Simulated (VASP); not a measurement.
# NbH2 (Fm-3m) in VASP: notebook

The runs below take NbH2 through single point, with PBEsol.

Program: VASP 6.6.1. These are calculated values, not measurements. Logs are shortened: lines on timing, memory, paths and dates and some standing lists are left out, and cuts for length are marked.

## 1. The cell of the first run

The structure is cubic, space group Fm-3m (No. 225). The conventional cell has a = 4.394 Å, b = 4.394 Å, c = 4.394 Å, α = 90.00°, β = 90.00°, γ = 90.00°. Nb (site symmetry m-3m) has 8 H at 1.90 Å within 2.5 Å. Within 2.5 Å of H (site symmetry -43m) lie 4 Nb at 1.90 Å and 6 H at 2.20 Å.

## 2. Single point, PBEsol (7.07 Å³/atom)

The input, INCAR:

```
SYSTEM = NbH2
ALGO = Normal ; EDIFF = 1E-7
ENCUT = 520 ; GGA = PS
ISIF = 2 ; ISMEAR = 0
LASPH = .TRUE. ; LCHARG = .FALSE.
LREAL = .FALSE. ; LWAVE = .FALSE.
NBANDS = 14 ; NELM = 60
PREC = Accurate ; SIGMA = 0.15
```

The input, KPOINTS:

```
k-points
0
G
  16 16 16
  0 0 0
```

The input, POSCAR:

```
NbH2
1.0
    0.0000000000      2.1968273829      2.1968273829
    2.1968273829      0.0000000000      2.1968273829
    2.1968273829      2.1968273829      0.0000000000
Nb H
1 2
Direct
    0.0000000000      0.0000000000      0.0000000000
    0.2500000000      0.2500000000      0.2500000000
    0.7500000000      0.7500000000      0.7500000000
```

Potentials or basis: VASP PAW PBE potentials, release 64 (Nb_sv, H).

Started as:

```bash
cat potpaw_PBE.64/Nb_sv/POTCAR potpaw_PBE.64/H/POTCAR > POTCAR
mpirun -np 1 vasp_std > vasp.out
```

OUTCAR:

```text
SYSTEM = NbH2
   EDIFF = 1E-7
   ENCUT = 520
   GGA = PS
   ISIF = 2
   ISMEAR = 0
   LASPH = .TRUE.
   LREAL = .FALSE.
   NELM = 60
   PREC = Accurate

 ion  position               nearest neighbor table
   1  0.000  0.000  0.000-   3 1.90   3 1.90   3 1.90   2 1.90   2 1.90   2 1.90   3 1.90   2 1.90

   2  0.250  0.250  0.250-   1 1.90   1 1.90   1 1.90   1 1.90
   3  0.750  0.750  0.750-   1 1.90   1 1.90   1 1.90   1 1.90

  LATTYP: Found a face centered cubic cell.
 ALAT       =     4.3936547658

  Lattice vectors:

 A1 = (   0.0000000000,   2.1968273829,   2.1968273829)
 A2 = (   2.1968273829,   0.0000000000,   2.1968273829)
 A3 = (   2.1968273829,   2.1968273829,   0.0000000000)

Analysis of symmetry for initial positions (statically):
=====================================================================
 Subroutine PRICEL returns:
 Original cell was already a primitive cell.

 Routine SETGRP: Setting up the symmetry group for a
 face centered cubic supercell.

 Subroutine GETGRP returns: Found 48 space group operations
 (whereof 48 operations were pure point group operations)
 out of a pool of 48 trial point group operations.

The static configuration has the point symmetry O_h .

Analysis of symmetry for dynamics (positions and initial velocities):
=====================================================================
 Subroutine PRICEL returns:
 Original cell was already a primitive cell.

 Routine SETGRP: Setting up the symmetry group for a
 face centered cubic supercell.

 Subroutine GETGRP returns: Found 48 space group operations
 (whereof 48 operations were pure point group operations)
 out of a pool of 48 trial point group operations.

The dynamic configuration has the point symmetry O_h .

 Subroutine INISYM returns: Found 48 space group operations
 (whereof 48 operations are pure point group operations),
 and found     1 'primitive' translations

----------------------------------------------------------------------------------------

                                     Primitive cell

  volume of cell :      21.2040

  direct lattice vectors                    reciprocal lattice vectors
     0.000000000  2.196827383  2.196827383    -0.227600950  0.227600950  0.227600950
     2.196827383  0.000000000  2.196827383     0.227600950 -0.227600950  0.227600950
     2.196827383  2.196827383  0.000000000     0.227600950  0.227600950 -0.227600950

  length of vectors
     3.106783079  3.106783079  3.106783079     0.394216410  0.394216410  0.394216410

  position of ions in fractional coordinates (direct lattice)
     0.000000000  0.000000000  0.000000000
     0.250000000  0.250000000  0.250000000
     0.750000000  0.750000000  0.750000000

  ion indices of the primitive-cell ions
   primitive index   ion index
                 1           1
                 2           2
                 3           3

----------------------------------------------------------------------------------------

 KPOINTS: k-points

Automatic generation of k-mesh.
 Grid dimensions read from file:
 generate k-points for:   16   16   16

 Generating k-lattice:

  Cartesian coordinates                     Fractional coordinates (reciprocal lattice)
    -0.014225059  0.014225059  0.014225059     0.062500000  0.000000000  0.000000000
     0.014225059 -0.014225059  0.014225059     0.000000000  0.062500000  0.000000000
     0.014225059  0.014225059 -0.014225059     0.000000000  0.000000000  0.062500000

  Length of vectors
     0.024638526  0.024638526  0.024638526

  Shift w.r.t. Gamma in fractional coordinates (k-lattice)
     0.000000000  0.000000000  0.000000000

 Subroutine IBZKPT returns following result:
 ===========================================

 Found    145 irreducible k-points:

 Following reciprocal coordinates:
            Coordinates               Weight
  0.000000  0.000000  0.000000      1.000000
  0.062500  0.000000  0.000000      8.000000
  0.125000  0.000000  0.000000      8.000000
  0.187500  0.000000  0.000000      8.000000
  0.250000  0.000000  0.000000      8.000000
  0.312500  0.000000  0.000000      8.000000
[... 16 lines left out ...]
 -0.125000  0.062500  0.000000     24.000000
 -0.062500  0.062500  0.000000     12.000000
 [... further k-points ...]
   k-points           NKPTS =    145   k-points in BZ     NKDIM =    145   number of bands    NBANDS=     14
   number of dos      NEDOS =    301   number of ions     NIONS =      3
   total plane-waves  NPLWV =  13824
   dimension x,y,z NGX =    24 NGY =   24 NGZ =   24
   dimension x,y,z NGXF=    48 NGYF=   48 NGZF=   48
   ions per type =               1   2
   NGX,Y,Z   is equivalent  to a cutoff of  12.84, 12.84, 12.84 a.u.
   NGXF,Y,Z  is equivalent  to a cutoff of  25.69, 25.69, 25.69 a.u.
 SYSTEM =  NbH2
   PREC   = accura    normal or accurate (medium, high low for compatibility)
   ISTART =      0    job   : 0-new  1-cont  2-samecut
   ICHARG =      2    charge: 1-file 2-atom 10-const
   ISPIN  =      1    spin polarized calculation?
   LNONCOLLINEAR =      F non collinear calculations
   LSORBIT =      F    spin-orbit coupling
   LASPH  =      T    aspherical Exc in radial PAW
   ENCUT  =  520.0 eV  38.22 Ry    6.18 a.u.   5.78  5.78  5.78*2*pi/ulx,y,z
   NELM   =     60;   NELMIN=  2; NELMDL= -5     # of ELM steps
   EDIFF  = 0.1E-06   stopping-criterion for ELM
   LREAL  =      F    real-space projection
   EDIFFG = 0.1E-05   stopping-criterion for IOM
   NSW    =      0    number of steps for IOM
   IBRION =     -1    ionic relax: 0-MD 1-quasi-New 2-CG
   NFREE  =      0    steps in history (QN), initial steepest desc. (CG)
   ISIF   =      2    stress and relaxation
   ISYM   =      2    0-nonsym 1-usesym 2-fastsym
   POTIM  = 0.5000    time-step for ionic-motion
   TEBEG  =    0.0;   TEEND  =   0.0 temperature during run
   PSTRESS=    0.0 pullay stress
   NELECT =      15.0000    total number of electrons
   NUPDOWN=      -1.0000    fix difference up-down
   EMIN   =  10.00;   EMAX   =-10.00  energy-range for DOS
   EFERMI =   0.00;   METHOD = LEGACY
   ISMEAR =     0;   SIGMA  =   0.15  broadening in eV -4-tet -1-fermi 0-gaus
   EFERMI_NEDOS =   21; number of points for ismear=-14 and -15
   IALGO  =     38    algorithm
   IMIX   =      4    mixing-type and parameters
     AMIX     =   0.40;   BMIX     =  1.00
     AMIX_MAG =   1.60;   BMIX_MAG =  1.00
  volume/ion in A,a.u.               =       7.07        47.70
  Fermi-wavevector in a.u.,A,eV,Ry     =   1.458700  2.756543 28.950554  2.127806
  Thomas-Fermi vector in A             =   2.575354
   LORBIT       =      0    0 simple, 1 ext, 2 COOP (PROOUT), +10 PAW based schemes
   GGA     = PS    functional components
   LHFCALC =     F    Hartree Fock is set to
   AEXX    =    0.0000 exact exchange contribution
   IVDW    =     0    specifies the selected vdW correction
   LEPSILON=     F    determine dielectric tensor
   LRPA    =     F    only Hartree local field effects (RPA)
 non-spin polarized calculation
 Gauss-broadening in eV      SIGMA  =   0.15
  energy-cutoff  :      520.00
  volume of cell :       21.20
 maximum number of plane-waves:       588
   NGX = 11   NGY = 11   NGZ = 11

 number of electron      15.0000001 magnetization

 Free energy of the ion-electron system (eV)
  ---------------------------------------------------
  ext. energy  EPLUGINS =         0.00000000
  ---------------------------------------------------
  free energy    TOTEN  =       -18.40685171 eV

  energy without entropy =      -18.39779377  energy(sigma->0) =      -18.40232274

 E-fermi :  11.3257     XC(G=0): -12.7285

 val. band max:       11.3051033828   @ k =  -0.2500   0.2500   0.0625
 cond. band min:      11.3265885493   @ k =   0.2500   0.1875   0.0625
 fundamental gap:      0.0214851665
 Fermi energy:        11.3256868604

 k-point     1 :       0.0000    0.0000    0.0000
  band No.  band energies     occupation
      1     -43.8703      2.00000
      2     -19.5542      2.00000
      3     -19.5542      2.00000
      4     -19.5542      2.00000
      5       0.0232      2.00000
      6       9.7563      2.00000
      7       9.7563      2.00000
      8       9.7563      2.00000
      9      10.0681      2.00000
     10      12.8045      0.00000
     11      12.8045      0.00000
     12      24.3016      0.00000
     13      25.1214      0.00000
     14      25.1214      0.00000

 k-point     2 :       0.0625    0.0000    0.0000
  band No.  band energies     occupation
      1     -43.8650      2.00000
      2     -19.5960      2.00000
      3     -19.5590      2.00000
      4     -19.5590      2.00000
      5       0.1473      2.00000
      6       8.5515      2.00000
      7       9.8196      2.00000
      8       9.8196      2.00000
      9      11.4256      0.34598
     10      12.7453      0.00000
     11      12.7453      0.00000
     12      23.0543      0.00000
     13      25.3708      0.00000
     14      25.3708      0.00000

 k-point     3 :       0.1250    0.0000    0.0000
  band No.  band energies     occupation
      1     -43.8498      2.00000
      2     -19.7137      2.00000
      3     -19.5728      2.00000
      4     -19.5728      2.00000
      5       0.5003      2.00000
      6       7.4004      2.00000
      7       9.9850      2.00000
      8       9.9850      2.00000
      9      12.6159      0.00000
     10      12.6159      0.00000
     11      13.0197      0.00000
     12      21.7090      0.00000
     13      26.0853      0.00000
     14      26.0853      0.00000
[... 324 lines left out ...]
 k-point    23 :      -0.1250    0.0625    0.0000
  band No.  band energies     occupation
      1     -43.8386      2.00000
      2     -19.7838      2.00000
      3     -19.6085      2.00000
      4     -19.5722      2.00000
      5       0.7632      2.00000
      6       6.8608      2.00000
      7      10.1100      2.00000
      8      10.1103      2.00000
      9      12.2752      0.00000
     10      12.8008      0.00000
     11      13.8703      0.00000
     12      21.2810      0.00000
     13      25.8984      0.00000
     14      26.9209      0.00000

 k-point    24 :      -0.0625    0.0625    0.0000
  band No.  band energies     occupation
      1     -43.8564      2.00000
      2     -19.6552      2.00000
      3     -19.5808      2.00000
      4     -19.5608      2.00000
      5       0.3489      2.00000
      6       7.7827      2.00000
      7       9.9122      2.00000
      8       9.9428      2.00000
      9      12.4302      0.00000
     10      12.5220      0.00000
     11      12.7936      0.00000
     12      22.2622      0.00000
     13      25.3966      0.00000
     14      25.9483      0.00000

 [... further k-points ...]

------------------------ aborting loop because EDIFF is reached ----------------------------------------

  FORCE on cell =-STRESS in cart. coord.  units (eV):
  Direction    XX          YY          ZZ          XY          YZ          ZX
  --------------------------------------------------------------------------------------
  -------------------------------------------------------------------------------------
  Total        2.4511095      2.4511095      2.4511095      0.0000000     -0.0000000      0.0000000
  in kB      185.2061941    185.2061941    185.2061941      0.0000000     -0.0000000      0.0000000
  external PRESSURE =     185.2061941 kB  Pullay stress =       0.0000000 kB

 VOLUME and BASIS-vectors are now :
 -----------------------------------------------------------------------------
  energy-cutoff  :      520.00
  volume of cell :       21.20
      direct lattice vectors                 reciprocal lattice vectors
     0.000000000  2.196827383  2.196827383    -0.227600950  0.227600950  0.227600950
     2.196827383  0.000000000  2.196827383     0.227600950 -0.227600950  0.227600950
     2.196827383  2.196827383  0.000000000     0.227600950  0.227600950 -0.227600950

 POSITION                                       TOTAL-FORCE (eV/Angst)
 -----------------------------------------------------------------------------------
      0.00000      0.00000      0.00000        -0.000000      0.000000     -0.000000
      1.09841      1.09841      1.09841         0.000000      0.000000      0.000000
      3.29524      3.29524      3.29524        -0.000000     -0.000000     -0.000000
 -----------------------------------------------------------------------------------
    total drift:                               -0.000000      0.000000      0.000000

  FREE ENERGIE OF THE ION-ELECTRON SYSTEM (eV)
  ---------------------------------------------------
  free  energy   TOTEN  =       -18.4068517121 eV

  energy  without entropy=      -18.3977937663  energy(sigma->0) =      -18.40232274
```

Wall time 14 s (1 thread of Intel Xeon 6975P-C (Granite Rapids), shared host); peak memory 0.16 GiB.

What came out:

```
Free energy            : -18.4069 eV
Pressure               : 18.5 GPa
Band gap on the k mesh : zero (an odd number of electrons rules out a gap without spin polarisation)
```

Levels at points of the mesh, in eV from the Fermi level:
| k point | band 5 | band 6 | band 7 | band 8 | band 9 | band 10 | band 11 | band 12 |
| --- | --- | --- | --- | --- | --- | --- | --- | --- |
| (0.00, 0.00, 0.00) | -11.30 | -1.57 | -1.57 | -1.57 | -1.26 | 1.48 | 1.48 | 12.98 |
| (0.50, 0.00, 0.00) | -9.07 | -4.89 | -1.42 | -1.42 | 3.11 | 3.11 | 5.09 | 7.24 |
| (0.50, 0.50, 0.00) | -8.28 | -4.97 | -4.92 | 3.32 | 3.40 | 3.40 | 7.71 | 7.71 |

Caveat: the cell stands under pressure; the PAW data sets were made with another functional, which shifts forces and pressure a little; an odd number of electrons without spin polarisation forces a metal; a magnetic or distorted state may lie lower.

## 3. Single point, PBEsol (7.27 Å³/atom)

This run uses another cell than the first one, of 7.27 Å³/atom.

The input, INCAR:

```
PREC = Accurate
ENCUT = 520
EDIFF = 1E-6
ISMEAR = 0
SIGMA = 0.15
LREAL = F
LASPH = T
NELM = 100
ALGO = Normal
ISIF = 2
LWAVE = F
LCHARG = F
GGA = PS
NBANDS = 14
```

The input, KPOINTS:

```
regular mesh
0
Gamma
  16 16 16
```

The input, POSCAR:

```
NbH2
1.0
    0.0000000000      2.2178641905      2.2178641905
    2.2178641905      0.0000000000      2.2178641905
    2.2178641905      2.2178641905      0.0000000000
Nb H
1 2
Direct
    0.0000000000      0.0000000000      0.0000000000
    0.2500000000      0.2500000000      0.2500000000
    0.7500000000      0.7500000000      0.7500000000
```

Potentials or basis: VASP PAW PBE potentials, release 64 (Nb_sv, H).

Started as:

```bash
cat potpaw_PBE.64/Nb_sv/POTCAR potpaw_PBE.64/H/POTCAR > POTCAR
mpirun -np 1 vasp_std > vasp.out
```

Run time: 14 s. Hardware: 1 thread of Intel Xeon 6975P-C (Granite Rapids), shared host; peak memory 0.17 GiB.

The run converged. Its results:

```yaml
Free_energy: -18.4649 eV
Pressure: 11.3 GPa
Band_gap_on_the_k_mesh: zero (an odd number of electrons rules out a gap without spin polarisation)
```

Levels at points of the mesh, in eV from the Fermi level:
```tsv
k point	band 4	band 5	band 6	band 7	band 8	band 9	band 10	band 11	band 12	band 13
(0.00, 0.00, 0.00)	-30.94	-11.15	-1.52	-1.52	-1.52	-1.21	1.42	1.42	12.80	13.67
(0.50, 0.00, 0.00)	-31.06	-8.89	-4.91	-1.37	-1.37	2.98	2.98	5.10	6.93	12.91
(0.50, 0.50, 0.00)	-31.25	-8.08	-4.95	-4.81	3.18	3.26	3.26	7.54	7.54	9.41
```

Caveat: the cell stands under pressure; the PAW data sets were made with another functional, which shifts forces and pressure a little; an odd number of electrons without spin polarisation forces a metal; a magnetic or distorted state may lie lower.

## 4. Single point, PBEsol (7.48 Å³/atom)

This run uses another cell than the first one, of 7.48 Å³/atom.

The input, INCAR:

```
  PREC = Accurate
  ENCUT = 520
  EDIFF = 1E-6
  ISMEAR = 0
  SIGMA = 0.15
  LREAL = F
  LASPH = T
  NELM = 80
  ALGO = Normal
  ISIF = 2
  LWAVE = F
  LCHARG = T
  GGA = PS
  LELF = T
  LVHAR = T
  NBANDS = 14
```

The input, KPOINTS:

```
Automatic mesh
0
Gamma
  16 16 16
```

The input, POSCAR:

```
NbH2
1.0
    0.0000000000      2.2385093186      2.2385093186
    2.2385093186      0.0000000000      2.2385093186
    2.2385093186      2.2385093186      0.0000000000
Nb H
1 2
Direct
    0.0000000000      0.0000000000      0.0000000000
    0.2500000000      0.2500000000      0.2500000000
    0.7500000000      0.7500000000      0.7500000000
```

Started as:

```bash
cat potpaw_PBE.64/Nb_sv/POTCAR potpaw_PBE.64/H/POTCAR > POTCAR
mpirun -np 1 vasp_std > vasp.out
```

It took 14 s on 1 thread of Intel Xeon 6975P-C (Granite Rapids), shared host; peak memory 0.17 GiB.

The run converged. Its results:

```yaml
Free_energy: -18.4972 eV
Pressure: 5.0 GPa
Band_gap_on_the_k_mesh: zero (an odd number of electrons rules out a gap without spin polarisation)
```

Levels at points of the mesh, in eV from the Fermi level:
```tsv
k point	band 6	band 7	band 8	band 9	band 10	band 11
(0.00, 0.00, 0.00)	-1.47	-1.47	-1.47	-1.16	1.37	1.37
(0.50, 0.00, 0.00)	-4.92	-1.32	-1.32	2.86	2.86	5.10
(0.50, 0.50, 0.00)	-4.97	-4.66	3.06	3.13	3.13	7.38
```

Caveat: the cell stands under pressure; the PAW data sets were made with another functional, which shifts forces and pressure a little; an odd number of electrons without spin polarisation forces a metal; a magnetic or distorted state may lie lower.

## 5. The runs side by side

| cell | gap on the mesh (eV) | pressure (GPa) |
| --- | --- | --- |
| a = 3.107 Å, angles 60.0°, 3 atoms | none | 18.5 |
| a = 3.137 Å, angles 60.0°, 3 atoms | none | 11.3 |
| a = 3.166 Å, angles 60.0°, 3 atoms | none | 5.0 |

Alike in all rows: task single point; level PBEsol; potentials or basis VASP PAW PBE potentials, release 64 (Nb_sv, H); no spin polarisation; k mesh 16 × 16 × 16; cutoff (eV) 520; smearing gaussian 0.15 eV.

Caveats: the cell stands under pressure; the PAW data sets were made with another functional, which shifts forces and pressure a little; an odd number of electrons without spin polarisation forces a metal; a magnetic or distorted state may lie lower.

Total energies depend on the potentials used, so only differences within one code and one set of settings carry meaning.

The gap in the log of VASP goes by the Fermi energy; the results here count the filled bands.